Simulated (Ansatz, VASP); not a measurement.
# One calculation of InAs, two programs

```
CELL_PARAMETERS angstrom
0.00000 2.32829 2.32829
2.32829 0.00000 2.32829
2.32829 2.32829 0.00000
ATOMIC_POSITIONS crystal
In 0.00000 0.00000 0.00000
As 0.50000 0.50000 0.50000
```

Change from the starting cell: volume scaled by 0.55, PAW files.

Alike in both runs: task single point; functional r2SCAN; k mesh 13 × 13 × 13; occupations fermi-dirac, width 0.05 eV; no spin polarisation.

```csv
,VASP,Ansatz
version,VASP 6.6.1,Ansatz 0.2.0
potentials or method,"VASP PAW PBE potentials, release 64 (In_d, As)","PAW with Ansatz's default frozen-core files, scalar-relativistic"
plane-wave cutoff (eV),550,500
valence electrons in the cell,18,28
```

Ansatz gave:

- pressure (GPa): 173.9

Q: Estimate VASP's values.

A: Pressure (GPa): 176.2.

VASP's potentials were made for PBE, not for r2SCAN. Both programs put the cell under a high pressure, so it lies far from rest at this level. VASP's potentials hold 18 valence electrons a cell and Ansatz's 28, so a difference there can come from the potentials and not from the codes.

Noted on VASP's run: the cell as given lies far from equilibrium.
